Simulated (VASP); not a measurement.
# AlN (Fm-3m) in VASP: further runs

AlN is run at these levels: LDA; tasks: single point.

Program: VASP 6.6.1. These are calculated values, not measurements. Logs are shortened: lines on timing, memory, paths and dates and some standing lists are left out, and cuts for length are marked.

## (1) The cell of the first run

Symmetry: Fm-3m, No. 225, cubic system. Conventional cell: a = 3.943 Å, b = 3.943 Å, c = 3.943 Å, α = 90.00°, β = 90.00°, γ = 90.00°. Within 2.6 Å of Al (site symmetry m-3m) lie 6 N at 1.97 Å. N (site symmetry m-3m) has 6 Al at 1.97 Å within 2.6 Å.

## (2) Single point, LDA (volume scaled by 0.99)

INCAR reads:

```
PREC = Accurate ; ENCUT = 520
EDIFF = 1E-6 ; ISMEAR = -1
SIGMA = 0.01 ; LREAL = False
LASPH = True ; NELM = 80
ALGO = Normal ; ISIF = 2
LWAVE = False ; LCHARG = True
LELF = True ; LVHAR = True
NBANDS = 11
```

KPOINTS reads:

```
Automatic mesh
0
Gamma
  12 12 12
```

POSCAR reads:

```
AlN
1.0
    0.0000000000      1.9713845660      1.9713845660
    1.9713845660      0.0000000000      1.9713845660
    1.9713845660      1.9713845660      0.0000000000
Al N
1 1
Direct
    0.0000000000      0.0000000000      0.0000000000
    0.5000000000      0.5000000000      0.5000000000
```

Potentials or basis: VASP PAW LDA potentials, release 64 (Al, N).

On the command line:

```
$ cat potpaw_LDA.64/Al/POTCAR potpaw_LDA.64/N/POTCAR > POTCAR
$ mpirun -np 1 vasp_std > vasp.out
```

OUTCAR:

```text
PREC = Accurate
   ENCUT = 520
   EDIFF = 1E-6
   ISMEAR = -1
   LREAL = False
   LASPH = True
   NELM = 80
   ISIF = 2

 ion  position               nearest neighbor table
   1  0.000  0.000  0.000-   2 1.97   2 1.97   2 1.97   2 1.97   2 1.97   2 1.97
   2  0.500  0.500  0.500-   1 1.97   1 1.97   1 1.97   1 1.97   1 1.97   1 1.97

  LATTYP: Found a face centered cubic cell.
 ALAT       =     3.9427691320

  Lattice vectors:

 A1 = (   0.0000000000,   1.9713845660,   1.9713845660)
 A2 = (   1.9713845660,   0.0000000000,   1.9713845660)
 A3 = (   1.9713845660,   1.9713845660,   0.0000000000)

Analysis of symmetry for initial positions (statically):
=====================================================================
 Subroutine PRICEL returns:
 Original cell was already a primitive cell.

 Routine SETGRP: Setting up the symmetry group for a
 face centered cubic supercell.

 Subroutine GETGRP returns: Found 48 space group operations
 (whereof 48 operations were pure point group operations)
 out of a pool of 48 trial point group operations.

The static configuration has the point symmetry O_h .

Analysis of symmetry for dynamics (positions and initial velocities):
=====================================================================
 Subroutine PRICEL returns:
 Original cell was already a primitive cell.

 Routine SETGRP: Setting up the symmetry group for a
 face centered cubic supercell.

 Subroutine GETGRP returns: Found 48 space group operations
 (whereof 48 operations were pure point group operations)
 out of a pool of 48 trial point group operations.

The dynamic configuration has the point symmetry O_h .

 Subroutine INISYM returns: Found 48 space group operations
 (whereof 48 operations are pure point group operations),
 and found     1 'primitive' translations

----------------------------------------------------------------------------------------

                                     Primitive cell

  volume of cell :      15.3230

  direct lattice vectors                    reciprocal lattice vectors
     0.000000000  1.971384566  1.971384566    -0.253628850  0.253628850  0.253628850
     1.971384566  0.000000000  1.971384566     0.253628850 -0.253628850  0.253628850
     1.971384566  1.971384566  0.000000000     0.253628850  0.253628850 -0.253628850

  length of vectors
     2.787958790  2.787958790  2.787958790     0.439298054  0.439298054  0.439298054

  position of ions in fractional coordinates (direct lattice)
     0.000000000  0.000000000  0.000000000
     0.500000000  0.500000000  0.500000000

  ion indices of the primitive-cell ions
[... 79 lines left out ...]
   IBRION =     -1    ionic relax: 0-MD 1-quasi-New 2-CG
   NFREE  =      0    steps in history (QN), initial steepest desc. (CG)
   ISIF   =      2    stress and relaxation
   ISYM   =      2    0-nonsym 1-usesym 2-fastsym
   POTIM  = 0.5000    time-step for ionic-motion
   TEBEG  =    0.0;   TEEND  =   0.0 temperature during run
   PSTRESS=    0.0 pullay stress
   NELECT =       8.0000    total number of electrons
   NUPDOWN=      -1.0000    fix difference up-down
   EMIN   =  10.00;   EMAX   =-10.00  energy-range for DOS
   EFERMI =   0.00;   METHOD = LEGACY
   ISMEAR =    -1;   SIGMA  =   0.01  broadening in eV -4-tet -1-fermi 0-gaus
   EFERMI_NEDOS =   21; number of points for ismear=-14 and -15
   IALGO  =     38    algorithm
   IMIX   =      4    mixing-type and parameters
     AMIX     =   0.40;   BMIX     =  1.00
     AMIX_MAG =   1.60;   BMIX_MAG =  1.00
  volume/ion in A,a.u.               =       7.66        51.70
  Fermi-wavevector in a.u.,A,eV,Ry     =   1.318227  2.491087 23.643142  1.737722
  Thomas-Fermi vector in A             =   2.448212
   LORBIT       =      0    0 simple, 1 ext, 2 COOP (PROOUT), +10 PAW based schemes
   GGA     = CA    functional components
   LHFCALC =     F    Hartree Fock is set to
   AEXX    =    0.0000 exact exchange contribution
   IVDW    =     0    specifies the selected vdW correction
   LEPSILON=     F    determine dielectric tensor
   LRPA    =     F    only Hartree local field effects (RPA)
 non-spin polarized calculation
  energy-cutoff  :      520.00
  volume of cell :       15.32
 maximum number of plane-waves:       424
 NGX is ok and might be reduce to    24
   NGX = 11   NGY = 11   NGZ = 11

 number of electron       8.0000000 magnetization

 Free energy of the ion-electron system (eV)
  ---------------------------------------------------
  ext. energy  EPLUGINS =         0.00000000
  ---------------------------------------------------
  free energy    TOTEN  =       -16.18814301 eV

  energy without entropy =      -16.18814301  energy(sigma->0) =      -16.18814301

 E-fermi :  10.9562     XC(G=0): -12.9317

 val. band max:       10.7253902885   @ k =   0.0000   0.0000   0.0000
 cond. band min:      15.7730948223   @ k =   0.5000   0.5000   0.0000
 fundamental gap:      5.0477045337
 Fermi energy:        10.9561572089

 k-point     1 :       0.0000    0.0000    0.0000
  band No.  band energies     occupation
      1      -7.3916      2.00000
      2      10.7254      2.00000
      3      10.7254      2.00000
      4      10.7254      2.00000
      5      17.6324      0.00000
      6      22.9782      0.00000
      7      22.9782      0.00000
      8      22.9782      0.00000
      9      28.4135      0.00000
     10      28.9117      0.00000
     11      28.9117      0.00000
[... 309 lines left out ...]
 k-point    24 :      -0.4167    0.1667    0.0000
  band No.  band energies     occupation
      1      -3.4461      2.00000
      2       2.5167      2.00000
      3       7.4407      2.00000
      4       9.1429      2.00000
      5      18.6817      0.00000
      6      20.7109      0.00000
      7      23.3061      0.00000
      8      24.2049      0.00000
      9      29.7446      0.00000
     10      31.1146      0.00000
     11      31.5732      0.00000

 [... further k-points ...]
[... 5 lines left out ...]
  --------------------------------------------------------------------------------------
  -------------------------------------------------------------------------------------
  Total        1.5871253      1.5871253      1.5871253     -0.0000000     -0.0000000     -0.0000000
  in kB      165.9501877    165.9501877    165.9501877     -0.0000000     -0.0000000     -0.0000000
  external PRESSURE =     165.9501877 kB  Pullay stress =       0.0000000 kB

 VOLUME and BASIS-vectors are now :
 -----------------------------------------------------------------------------
  energy-cutoff  :      520.00
  volume of cell :       15.32
      direct lattice vectors                 reciprocal lattice vectors
     0.000000000  1.971384566  1.971384566    -0.253628850  0.253628850  0.253628850
     1.971384566  0.000000000  1.971384566     0.253628850 -0.253628850  0.253628850
     1.971384566  1.971384566  0.000000000     0.253628850  0.253628850 -0.253628850

 POSITION                                       TOTAL-FORCE (eV/Angst)
 -----------------------------------------------------------------------------------
      0.00000      0.00000      0.00000         0.000000     -0.000000     -0.000000
      1.97138      1.97138      1.97138        -0.000000      0.000000      0.000000
 -----------------------------------------------------------------------------------
    total drift:                               -0.000000     -0.000000      0.000000

  FREE ENERGIE OF THE ION-ELECTRON SYSTEM (eV)
  ---------------------------------------------------
  free  energy   TOTEN  =       -16.1881430120 eV

  energy  without entropy=      -16.1881430120  energy(sigma->0) =      -16.18814301
```

OSZICAR:

```text
N       E                     dE             d eps       ncg     rms          rms(c)
DAV:   1     0.479866867700E+01    0.47987E+01   -0.41207E+03  1696   0.623E+02
DAV:   2    -0.176689821769E+02   -0.22468E+02   -0.21175E+02  1912   0.123E+02
DAV:   3    -0.181548212641E+02   -0.48584E+00   -0.48515E+00  1902   0.151E+01
DAV:   4    -0.181562496260E+02   -0.14284E-02   -0.14283E-02  1737   0.979E-01
DAV:   5    -0.181562570548E+02   -0.74288E-05   -0.74288E-05  1869   0.675E-02    0.803E+00
DAV:   6    -0.162527062150E+02    0.19036E+01   -0.79567E+00  1659   0.150E+01    0.293E+00
DAV:   7    -0.162071208472E+02    0.45585E-01   -0.15396E-01  1806   0.266E+00    0.180E+00
DAV:   8    -0.161882361409E+02    0.18885E-01   -0.12306E-02  1653   0.103E+00    0.264E-01
DAV:   9    -0.161881426947E+02    0.93446E-04   -0.48774E-04  1818   0.129E-01    0.154E-01
DAV:  10    -0.161881432882E+02   -0.59348E-06   -0.17322E-05  1716   0.303E-02    0.228E-02
DAV:  11    -0.161881430120E+02    0.27618E-06   -0.42706E-07  1014   0.482E-03
   1 F= -.16188143E+02 E0= -.16188143E+02  d E =-.794863E-13
```

stdout:

```text
POSCAR found type information on POSCAR AlN
 POSCAR found :  2 types and       2 ions
 scaLAPACK will be used
 LDA part: xc-table for (Slater(with rela. corr.)+CA(PZ))
 , standard interpolation
 POSCAR, INCAR and KPOINTS ok, starting setup
 FFT: planning ... GRIDC
 FFT: planning ... GRID_SOFT
 FFT: planning ... GRID
 WAVECAR not read
 entering main loop
```

Run time: 15 s. Hardware: 1 thread of Intel Xeon 6975P-C, shared host; peak memory 0.13 GiB.

Results:

```
Free energy            : -16.1881 eV
Pressure               : 16.6 GPa
Band gap on the k mesh : 5.05 eV, indirect (least direct gap 6.91 eV)
```

 A k mesh can miss the band edges.

## (3) Single point, LDA (volume scaled by 1.02)

INCAR reads:

```
PREC = Accurate
ENCUT = 520
EDIFF = 1E-6
ISMEAR = -1
SIGMA = 0.01
LREAL = F
LASPH = T
NELM = 60
ALGO = Normal
ISIF = 2
LWAVE = F
LCHARG = T
GGA = CA
LELF = T
LVHAR = T
NBANDS = 11
```

KPOINTS is that of step 2.

POSCAR reads:

```
AlN
1.0
    0.0000000000      1.9910997195      1.9910997195
    1.9910997195      0.0000000000      1.9910997195
    1.9910997195      1.9910997195      0.0000000000
Al N
1 1
Direct
    0.0000000000      0.0000000000      0.0000000000
    0.5000000000      0.5000000000      0.5000000000
```

Potentials or basis: VASP PAW LDA potentials, release 64 (Al, N).

On the command line:

```
$ cat potpaw_LDA.64/Al/POTCAR potpaw_LDA.64/N/POTCAR > POTCAR
$ mpirun -np 1 vasp_std > vasp.out
```

Wall time 16 s (1 thread of Intel Xeon 6975P-C, shared host); peak memory 0.13 GiB.

It converged, with:

```
Free energy            : -16.2223 eV
Pressure               : 7.0 GPa
Band gap on the k mesh : 4.91 eV, indirect (least direct gap 6.45 eV)
```

Levels at points of the mesh, in eV from the valence-band top:
```
           k point  band 1  band 2  band 3  band 4  band 5  band 6  band 7  band 8
(0.00, 0.00, 0.00)  -17.83    0.00    0.00    0.00    6.45   12.16   12.16   12.16
(0.50, 0.00, 0.00)  -14.31   -8.64   -1.17   -1.17    6.42   11.18   11.18   13.81
(0.50, 0.50, 0.00)  -13.23   -7.73   -2.93   -2.93    4.91    5.11   14.45   17.71
```

## (4) Single point, LDA (volume scaled by 1.04)

INCAR reads:

```
PREC     = Accurate       # precision mode
ENCUT    = 520            # plane-wave cutoff, eV
EDIFF    = 1E-6           # SCF threshold, eV
ISMEAR   = -1             # smearing method
SIGMA    = 0.01           # smearing width, eV
LREAL    = F              # projectors in reciprocal space
LASPH    = T              # aspherical terms in the spheres
NELM     = 60             # most SCF steps
ALGO     = Normal         # electronic algorithm
ISIF     = 2              # what is computed and relaxed
LWAVE    = F              # write WAVECAR
LCHARG   = T              # write CHGCAR
GGA      = CA             # functional
LELF     = T              # ELF
LVHAR    = T            
NBANDS   = 11             # bands
```

KPOINTS is that of step 3.

POSCAR reads:

```
AlN
1.0
    0.0000000000      2.0040293008      2.0040293008
    2.0040293008      0.0000000000      2.0040293008
    2.0040293008      2.0040293008      0.0000000000
Al N
1 1
Direct
    0.0000000000      0.0000000000      0.0000000000
    0.5000000000      0.5000000000      0.5000000000
```

On the command line:

```
$ cat potpaw_LDA.64/Al/POTCAR potpaw_LDA.64/N/POTCAR > POTCAR
$ mpirun -np 1 vasp_std > vasp.out
```

Run time: 17 s. Hardware: 1 thread of Intel Xeon 6975P-C, shared host; peak memory 0.13 GiB.

It converged, with:

```
Free energy            : -16.2304 eV
Pressure               : 1.3 GPa
Band gap on the k mesh : 4.71 eV, indirect (least direct gap 6.16 eV)
```

Levels at points of the mesh, in eV from the valence-band top:
```
           k point  band 1  band 2  band 3  band 4  band 5  band 6  band 7  band 8  band 9
(0.00, 0.00, 0.00)  -17.65    0.00    0.00    0.00    6.16   12.10   12.10   12.10   17.40
(0.50, 0.00, 0.00)  -14.20   -8.52   -1.13   -1.13    6.29   11.02   11.02   13.51   16.16
(0.50, 0.50, 0.00)  -13.15   -7.59   -2.88   -2.88    4.71    5.15   14.21   17.40   17.40
```

 A k mesh can miss the band edges.

[end of part 1 of 2]
